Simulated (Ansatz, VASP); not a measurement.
# One calculation of Ag, two programs

The input INCAR:

```
PREC     = Accurate       # precision mode
ENCUT    = 520            # plane-wave cutoff, eV
EDIFF    = 1E-6           # SCF threshold, eV
ISMEAR   = 0              # smearing method
SIGMA    = 0.15           # smearing width, eV
LREAL    = False          # projectors in reciprocal space
LASPH    = True           # aspherical terms in the spheres
NELM     = 100            # most SCF steps
ALGO     = Fast           # electronic algorithm
ISIF     = 2              # what is computed and relaxed
LWAVE    = False          # write WAVECAR
LCHARG   = False          # write CHGCAR
GGA      = PS             # functional
NBANDS   = 12             # bands
```

File KPOINTS:

```
Automatic mesh
0
Gamma
  20 20 20
```

The input POSCAR:

```
Ag
1.0
    0.0000000000      1.9613760000      2.0431000000
    1.9613760000      0.0000000000      2.0431000000
    1.9613760000      1.9613760000      0.0000000000
Ag
1
Direct
    0.0000000000      0.0000000000      0.0000000000
```

Input for Ansatz:

```yaml
crystal:
  lattice:
    - [0.0, 1.961376, 2.0431]
    - [1.961376, 0.0, 2.0431]
    - [1.961376, 1.961376, 0.0]
  atoms:
    - { symbol: Ag, position: [0.0, 0.0, 0.0] }
basis:
  ecutwfc: 420
kpoints:
  mp_grid: { grid: [20, 20, 20] }
hamiltonian:
  xc: pbesol
scf:
  occupations: { method: gaussian, width: 0.15 }
output:
  forces: true
  stress: true
  eigenvalues: true
```

Change from the starting cell: strain -0.040 along x and y, +0.000 along z, atoms carried along.

Alike in both runs: task single point; functional PBEsol; k mesh 20 × 20 × 20; occupations gaussian, width 0.15 eV; no spin polarisation.

|  | VASP | Ansatz |
| --- | --- | --- |
| version | VASP 6.6.1 | Ansatz 0.2.0 |
| potentials or method | VASP PAW PBE potentials, release 64 (Ag), cutoff 520 eV | scalar-relativistic, plane waves, PAW |
| valence electrons in the cell | 11 | 19 |

|  | VASP | Ansatz | Ansatz less VASP |
| --- | --- | --- | --- |
| gap on the k mesh at the Fermi level (eV) | none | none | - |
| pressure (GPa) | 8.1 | 8.2 | +0.15 |
| traceless stress, the component that is largest in VASP (GPa) | -1.58 | -1.59 | -0.010 |

VASP's potentials were made for PBE, not for PBEsol. A gap of «none» marks a metal or a gap that the smearing closes. VASP's potentials hold 11 valence electrons a cell and Ansatz's 19, so a difference there can come from the potentials and not from the codes.
